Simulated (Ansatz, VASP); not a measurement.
## One calculation of BeS, two programs

```
CELL_PARAMETERS angstrom
-0.09272 2.34044 2.34044
2.34044 -0.09272 2.34044
2.34044 2.34044 -0.09272
ATOMIC_POSITIONS crystal
Be 0.00000 0.00000 0.00000
S 0.50000 0.50000 0.50000
```

Change from the starting cell: epitaxial_111 strain +5.0%.

Alike in both runs: task single point; functional HSE06; k mesh 6 × 6 × 6; no spin polarisation.

|  | VASP | Ansatz |
| --- | --- | --- |
| version | VASP 6.6.1 | Ansatz 0.2.0 |
| potentials or method | VASP PAW PBE potentials, release 64 (Be, S) | plane waves, PAW |
| plane-wave cutoff (eV) | 520 | 420 |
| occupations | gaussian, width 0.01 eV | fixed |
| valence electrons in the cell | 8 | 8 |

Ansatz gave:

* gap on the k mesh at the Fermi level (eV): 1.41
* pressure (GPa): -9.6
* traceless stress, the component that is largest in VASP (GPa): 3.93

Which values does VASP return?

gap on the k mesh at the Fermi level (eV): 1.41; pressure (GPa): -9.8; traceless stress, the component that is largest in VASP (GPa): 3.92.

Ansatz's warnings: stress exchange threshold loose, stress scf threshold loose.
